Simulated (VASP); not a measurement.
# Co (P6_3/mmc) in VASP: further runs

The runs below take Co through single point, with LDA.

All numbers are computed with VASP 6.6.1; they aren't measurements. Logs are shortened: lines on timing, memory, paths and dates and some standing lists are left out, and cuts for length are marked.

## 1. The cell of the first run

It takes space group P6_3/mmc (No. 194, hexagonal). The conventional cell has a = 2.427 Å, b = 2.427 Å, c = 3.923 Å, α = 90.00°, β = 90.00°, γ = 120.00°. Within 3.2 Å of Co (site symmetry -6m2) lie 12 Co at 2.41 to 2.43 Å.

## 2. Single point, LDA, collinear spin, ferromagnetic start

Contents of INCAR:

```
PREC = Accurate ; ENCUT = 520
EDIFF = 1E-6 ; ISMEAR = -1
SIGMA = 0.05 ; LREAL = False
LASPH = True ; NELM = 150
ALGO = Normal ; ISIF = 2
LWAVE = False ; LCHARG = False
ISPIN = 2 ; MAGMOM = 1.558 1.558
LORBIT = 11 ; LMAXMIX = 4
GGA = CA ; NBANDS = 20
```

Contents of KPOINTS:

```
Automatic mesh
0
Gamma
  16 16 9
```

Contents of POSCAR:

```
Co
1.0
    2.4273810165      0.0000000000      0.0000000000
   -1.2136905082      2.1021736250      0.0000000000
    0.0000000000      0.0000000000      3.9230481332
Co
2
Direct
    0.3333333333      0.6666666667      0.2500000000
    0.6666666667      0.3333333333      0.7500000000
```

Potentials or basis: VASP PAW LDA potentials, release 64 (Co).

On the command line:

```sh
cat potpaw_LDA.64/Co/POTCAR > POTCAR
mpirun -np 1 vasp_std > vasp.out
```

OUTCAR:

```text
PREC = Accurate
   ENCUT = 520
   EDIFF = 1E-6
   ISMEAR = -1
   LREAL = False
   LASPH = True
   NELM = 150
   ISIF = 2
   ISPIN = 2
   LORBIT = 11
   GGA = CA

 ion  position               nearest neighbor table
   1  0.333  0.667  0.250-   2 2.41   2 2.41   2 2.41   2 2.41   2 2.41   2 2.41
   2  0.667  0.333  0.750-   1 2.41   1 2.41   1 2.41   1 2.41   1 2.41   1 2.41

  LATTYP: Found a hexagonal cell.
 ALAT       =     2.4273810165
 C/A-ratio  =     1.6161649558

  Lattice vectors:

 A1 = (   2.4273810165,   0.0000000000,   0.0000000000)
 A2 = (  -1.2136905082,   2.1021736250,   0.0000000000)
 A3 = (   0.0000000000,   0.0000000000,   3.9230481332)

Analysis of symmetry for initial positions (statically):
=====================================================================
 Subroutine PRICEL returns:
 Original cell was already a primitive cell.

 Routine SETGRP: Setting up the symmetry group for a
 hexagonal supercell.

 Subroutine GETGRP returns: Found 24 space group operations
 (whereof 12 operations were pure point group operations)
 out of a pool of 24 trial point group operations.

The static configuration has the point symmetry D_3d.
 The point group associated with its full space group is D_6h.

Analysis of symmetry for dynamics (positions and initial velocities):
=====================================================================
 Subroutine PRICEL returns:
 Original cell was already a primitive cell.

 Routine SETGRP: Setting up the symmetry group for a
 hexagonal supercell.

 Subroutine GETGRP returns: Found 24 space group operations
 (whereof 12 operations were pure point group operations)
 out of a pool of 24 trial point group operations.

The dynamic configuration has the point symmetry D_3d.
 The point group associated with its full space group is D_6h.

Analysis of structural, dynamic, and magnetic symmetry:
=====================================================================
 Subroutine PRICEL returns:
 Original cell was already a primitive cell.

 Routine SETGRP: Setting up the symmetry group for a
 hexagonal supercell.

 Subroutine GETGRP returns: Found 24 space group operations
 (whereof 12 operations were pure point group operations)
 out of a pool of 24 trial point group operations.

The overall configuration has the point symmetry D_3d.
 The point group associated with its full space group is D_6h.

 Subroutine INISYM returns: Found 24 space group operations
 (whereof 12 operations are pure point group operations),
 and found     1 'primitive' translations

----------------------------------------------------------------------------------------

                                     Primitive cell

  volume of cell :      20.0184

  direct lattice vectors                    reciprocal lattice vectors
     2.427381017  0.000000000  0.000000000     0.411966639  0.237849050  0.000000000
    -1.213690508  2.102173625  0.000000000     0.000000000  0.475698100  0.000000000
     0.000000000  0.000000000  3.923048133     0.000000000  0.000000000  0.254903831

  length of vectors
     2.427381017  2.427381017  3.923048133     0.475698100  0.475698100  0.254903831

  position of ions in fractional coordinates (direct lattice)
     0.333333333  0.666666667  0.250000000
     0.666666667  0.333333333  0.750000000

  ion indices of the primitive-cell ions
   primitive index   ion index
                 1           1
                 2           2

----------------------------------------------------------------------------------------

 KPOINTS: Automatic mesh

Automatic generation of k-mesh.
 Grid dimensions read from file:
 generate k-points for:   16   16    9

 Generating k-lattice:

  Cartesian coordinates                     Fractional coordinates (reciprocal lattice)
     0.025747915  0.014865566  0.000000000     0.062500000  0.000000000  0.000000000
     0.000000000  0.029731131  0.000000000     0.000000000  0.062500000  0.000000000
     0.000000000  0.000000000  0.028322648     0.000000000  0.000000000  0.111111111

  Length of vectors
     0.029731131  0.029731131  0.028322648

  Shift w.r.t. Gamma in fractional coordinates (k-lattice)
     0.000000000  0.000000000  0.000000000

 Subroutine IBZKPT returns following result:
 ===========================================

 Found    150 irreducible k-points:

 Following reciprocal coordinates:
            Coordinates               Weight
  0.000000  0.000000  0.000000      1.000000
  0.062500 -0.000000  0.000000      6.000000
  0.125000 -0.000000  0.000000      6.000000
  0.187500  0.000000  0.000000      6.000000
  0.250000 -0.000000  0.000000      6.000000
  0.312500  0.000000  0.000000      6.000000
[... 16 lines left out ...]
  0.187500  0.187500  0.000000      6.000000
  0.250000  0.187500  0.000000     12.000000
 [... further k-points ...]
   k-points           NKPTS =    150   k-points in BZ     NKDIM =    150   number of bands    NBANDS=     20
   number of dos      NEDOS =    301   number of ions     NIONS =      2
   total plane-waves  NPLWV =   9720
   dimension x,y,z NGX =    18 NGY =   18 NGZ =   30
   dimension x,y,z NGXF=    36 NGYF=   36 NGZF=   60
   ions per type =               2
   NGX,Y,Z   is equivalent  to a cutoff of  12.33, 12.33, 12.71 a.u.
   NGXF,Y,Z  is equivalent  to a cutoff of  24.66, 24.66, 25.43 a.u.
 SYSTEM =  unknown system
   PREC   = accura    normal or accurate (medium, high low for compatibility)
   ISTART =      0    job   : 0-new  1-cont  2-samecut
   ICHARG =      2    charge: 1-file 2-atom 10-const
   ISPIN  =      2    spin polarized calculation?
   LNONCOLLINEAR =      F non collinear calculations
   LSORBIT =      F    spin-orbit coupling
   LASPH  =      T    aspherical Exc in radial PAW
   ENCUT  =  520.0 eV  38.22 Ry    6.18 a.u.   4.51  4.51  7.29*2*pi/ulx,y,z
   NELM   =    150;   NELMIN=  2; NELMDL= -5     # of ELM steps
   EDIFF  = 0.1E-05   stopping-criterion for ELM
   LREAL  =      F    real-space projection
   EDIFFG = 0.1E-04   stopping-criterion for IOM
   NSW    =      0    number of steps for IOM
   IBRION =     -1    ionic relax: 0-MD 1-quasi-New 2-CG
   NFREE  =      0    steps in history (QN), initial steepest desc. (CG)
   ISIF   =      2    stress and relaxation
   ISYM   =      2    0-nonsym 1-usesym 2-fastsym
   POTIM  = 0.5000    time-step for ionic-motion
   TEBEG  =    0.0;   TEEND  =   0.0 temperature during run
   PSTRESS=    0.0 pullay stress
   NELECT =      18.0000    total number of electrons
   NUPDOWN=      -1.0000    fix difference up-down
   EMIN   =  10.00;   EMAX   =-10.00  energy-range for DOS
   EFERMI =   0.00;   METHOD = LEGACY
   ISMEAR =    -1;   SIGMA  =   0.05  broadening in eV -4-tet -1-fermi 0-gaus
   EFERMI_NEDOS =   21; number of points for ismear=-14 and -15
   IALGO  =     38    algorithm
   IMIX   =      4    mixing-type and parameters
     AMIX     =   0.40;   BMIX     =  1.00
     AMIX_MAG =   1.60;   BMIX_MAG =  1.00
  volume/ion in A,a.u.               =      10.01        67.55
  Fermi-wavevector in a.u.,A,eV,Ry     =   1.580116  2.985986 33.970567  2.496766
  Thomas-Fermi vector in A             =   2.680392
   LORBIT       =     11    0 simple, 1 ext, 2 COOP (PROOUT), +10 PAW based schemes
   GGA     = CA    functional components
   LHFCALC =     F    Hartree Fock is set to
   AEXX    =    0.0000 exact exchange contribution
   IVDW    =     0    specifies the selected vdW correction
   LEPSILON=     F    determine dielectric tensor
   LRPA    =     F    only Hartree local field effects (RPA)
 spin polarized calculation
  energy-cutoff  :      520.00
  volume of cell :       20.02
 maximum number of plane-waves:       557
   NGX =  9   NGY =  9   NGZ = 15

 number of electron      17.9999991 magnetization       2.9944377

 Free energy of the ion-electron system (eV)
  ---------------------------------------------------
  ext. energy  EPLUGINS =         0.00000000
  ---------------------------------------------------
  free energy    TOTEN  =       -16.25921396 eV

  energy without entropy =      -16.24491428  energy(sigma->0) =      -16.25206412

 E-fermi :  11.0758     XC(G=0): -14.2173

 val. band max:       11.0756494272   @ k =   0.0625   0.0625   0.2222
 cond. band min:      11.0842382017   @ k =   0.2500   0.0625   0.3333
 fundamental gap:      0.0085887745
 Fermi energy:        11.0758117181

 spin component 1

 k-point     1 :       0.0000    0.0000    0.0000
  band No.  band energies     occupation
      1       1.7233      1.00000
      2       5.6529      1.00000
      3       8.5184      1.00000
      4       8.5461      1.00000
      5       8.5461      1.00000
      6       8.9107      1.00000
[... 12 lines left out ...]
     19      38.4007      0.00000
     20      38.4007      0.00000

 k-point     2 :       0.0625   -0.0000    0.0000
  band No.  band energies     occupation
      1       1.8694      1.00000
      2       5.7447      1.00000
      3       8.3429      1.00000
      4       8.6195      1.00000
      5       8.6992      1.00000
      6       8.8742      1.00000
[... 12 lines left out ...]
     19      40.1062      0.00000
     20      40.4555      0.00000

 k-point     3 :       0.1250   -0.0000    0.0000
  band No.  band energies     occupation
      1       2.2984      1.00000
      2       5.9950      1.00000
      3       8.1126      1.00000
      4       8.7382      1.00000
      5       8.7427      1.00000
      6       8.8328      1.00000
[... 12 lines left out ...]
     19      38.6397      0.00000
     20      41.9206      0.00000

 k-point     4 :       0.1875    0.0000    0.0000
  band No.  band energies     occupation
      1       2.9796      1.00000
      2       6.3146      1.00000
      3       7.8797      1.00000
      4       8.0561      1.00000
      5       8.6119      1.00000
      6       8.9711      1.00000
[... 429 lines left out ...]
 k-point    23 :       0.1875    0.1875    0.0000
  band No.  band energies     occupation
      1       5.0677      1.00000
      2       6.9350      1.00000
      3       7.0247      1.00000
      4       7.2343      1.00000
      5       8.3255      1.00000
      6       8.6584      1.00000
[... 12 lines left out ...]
     19      34.1356      0.00000
     20      40.7723      0.00000

 k-point    24 :       0.2500    0.1875    0.0000
  band No.  band energies     occupation
      1       5.8815      1.00000
      2       6.7733      1.00000
      3       6.8649      1.00000
      4       7.2608      1.00000
      5       8.2129      1.00000
      6       8.8158      1.00000
[... 12 lines left out ...]
     19      33.0847      0.00000
     20      41.1603      0.00000

 [... further k-points ...]

 spin component 2

 k-point     1 :       0.0000    0.0000    0.0000
  band No.  band energies     occupation
      1       1.9094      1.00000
      2       6.5219      1.00000
      3       9.9001      1.00000
      4       9.9194      1.00000
      5       9.9194      1.00000
      6      10.3293      1.00000
[... 12 lines left out ...]
     19      38.8321      0.00000
     20      38.8321      0.00000

 k-point     2 :       0.0625   -0.0000    0.0000
  band No.  band energies     occupation
      1       2.0561      1.00000
      2       6.6225      1.00000
      3       9.6946      1.00000
      4       9.9982      1.00000
      5      10.0943      1.00000
      6      10.2850      1.00000
[... 12 lines left out ...]
     19      40.5318      0.00000
     20      40.5880      0.00000

 k-point     3 :       0.1250   -0.0000    0.0000
  band No.  band energies     occupation
      1       2.4879      1.00000
      2       6.8997      1.00000
      3       9.4255      1.00000
      4       9.7510      1.00000
      5      10.1251      1.00000
      6      10.2275      1.00000
[... 12 lines left out ...]
     19      38.8251      0.00000
     20      42.1926      0.00000

 k-point     4 :       0.1875    0.0000    0.0000
  band No.  band energies     occupation
      1       3.1780      1.00000
      2       7.2683      1.00000
      3       9.0482      1.00000
      4       9.1364      1.00000
      5       9.9659      1.00000
      6      10.4038      1.00000
[... 429 lines left out ...]
 k-point    23 :       0.1875    0.1875    0.0000
  band No.  band energies     occupation
      1       5.3530      1.00000
      2       7.9996      1.00000
      3       8.0536      1.00000
      4       8.3729      1.00000
      5       9.6594      1.00000
      6       9.9601      1.00000
[... 12 lines left out ...]
     19      34.5391      0.00000
     20      41.1414      0.00000

 k-point    24 :       0.2500    0.1875    0.0000
  band No.  band energies     occupation
      1       6.2859      1.00000
      2       7.8250      1.00000
      3       7.9561      1.00000
      4       8.3133      1.00000
      5       9.5248      1.00000
      6      10.1264      1.00000
[... 12 lines left out ...]
     19      33.5046      0.00000
     20      41.5645      0.00000

 [... further k-points ...]

------------------------ aborting loop because EDIFF is reached ----------------------------------------

  FORCE on cell =-STRESS in cart. coord.  units (eV):
  Direction    XX          YY          ZZ          XY          YZ          ZX
  --------------------------------------------------------------------------------------
  -------------------------------------------------------------------------------------
  Total       -0.0724989     -0.0724989     -0.2093050     -0.0000000      0.0000000      0.0000000
  in kB       -5.8024595     -5.8024595    -16.7517410     -0.0000000      0.0000000      0.0000000
  external PRESSURE =      -9.4522200 kB  Pullay stress =       0.0000000 kB

 VOLUME and BASIS-vectors are now :
 -----------------------------------------------------------------------------
  energy-cutoff  :      520.00
  volume of cell :       20.02
      direct lattice vectors                 reciprocal lattice vectors
     2.427381017  0.000000000  0.000000000     0.411966639  0.237849050  0.000000000
    -1.213690508  2.102173625  0.000000000     0.000000000  0.475698100  0.000000000
     0.000000000  0.000000000  3.923048133     0.000000000  0.000000000  0.254903831

 POSITION                                       TOTAL-FORCE (eV/Angst)
 -----------------------------------------------------------------------------------
     -0.00000      1.40145      0.98076         0.000000      0.000000      0.000000
      1.21369      0.70072      2.94229        -0.000000      0.000000      0.000000
 -----------------------------------------------------------------------------------
    total drift:                                0.000000      0.000000     -0.000000

  FREE ENERGIE OF THE ION-ELECTRON SYSTEM (eV)
  ---------------------------------------------------
  free  energy   TOTEN  =       -16.2592139646 eV

  energy  without entropy=      -16.2449142815  energy(sigma->0) =      -16.25206412

 total charge

# of ion       s       p       d       tot
------------------------------------------
    1        0.523   0.590   7.338   8.451
    2        0.523   0.590   7.338   8.451
--------------------------------------------------
tot          1.047   1.179  14.675  16.901

 magnetization (x)

# of ion       s       p       d       tot
------------------------------------------
    1       -0.013  -0.040   1.545   1.492
    2       -0.013  -0.040   1.545   1.492
--------------------------------------------------
tot         -0.027  -0.080   3.090   2.984
```

It took 44 s on 1 thread of Intel Xeon 6975P-C (Granite Rapids), shared host; peak memory 0.19 GiB.

Results:

```
Free energy                                           : -16.2592 eV
Pressure                                              : -0.9 GPa
Net moment                                            : 2.99 μB per cell
Site moments                                          : Co +1.49 μB
Valence electrons inside the program's atomic spheres : Co 8.45
```

(Part 1 of 3 ends here.)
